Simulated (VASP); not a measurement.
Y:

```
Y
1.0
     0.00000    2.55199    2.55199
     2.55199    0.00000    2.55199
     2.55199    2.55199    0.00000
Y
1
Cartesian
  0.0000 0.0000 0.0000
```

Base run:

- Program: VASP 6.6.1
- Functional: LDA
- Potentials or basis: VASP PAW LDA potentials, release 64 (Y_sv)
- Cutoff: 520 eV
- k mesh: 9 × 9 × 9
- Occupations: fermi-dirac, width 0.05 eV
- Spin: no spin polarisation
- Hubbard terms: Y d U = 4.0 eV

Its results: pressure 3.3 GPa.

Task: The run is repeated on the same cell with these changes: hubbard terms from Y d U = 4.0 eV to Y d U = 5.0 eV. What comes out?

Result: Pressure 5.4 GPa.

Caveats: U without spin polarisation on a metal has little footing; the U is typed as a test and isn't derived for this compound.
